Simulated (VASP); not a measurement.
Runs of VASP 6.6.1 on CdTe. The structure is that of space group F-43m (No. 216), or close to it. The cells are those of the table. 

| cell | gap on the mesh (eV) | pressure (GPa) |
| --- | --- | --- |
| a = 4.500, b = 4.500, c = 4.397 Å, angles 60.8, 60.8, 58.5°, 2 atoms | 0.84 | 4.4 |
| a = 4.465, b = 4.465, c = 4.397 Å, angles 60.5, 60.5, 59.0°, 2 atoms | 0.91 | 5.3 |
| a = 4.431, b = 4.431, c = 4.397 Å, angles 60.3, 60.3, 59.5°, 2 atoms | 0.97 | (a) |
| a = 4.397 Å, angles 60.0°, 2 atoms | 1.04 | (b) |
| a = 4.601, b = 4.601, c = 4.533 Å, angles 60.5, 60.5, 59.0°, 2 atoms | 0.64 | 0.5 |

Alike in all rows: task single point; level PBEsol; potentials or basis VASP PAW PBE potentials, release 64 (Cd, Te); no spin polarisation; k mesh 8 × 8 × 8; cutoff (eV) 520; smearing gaussian 0.05 eV.

Task: Fill in the values left out.

Result: (a) 6.4; (b) 7.5.

Caveats: the PAW data sets were made with another functional, which shifts forces and pressure a little; spin-orbit coupling is left out, which moves the levels of the heavy elements.

A k mesh can miss the band edges, and the runs leave out spin-orbit coupling on Cd, Te.
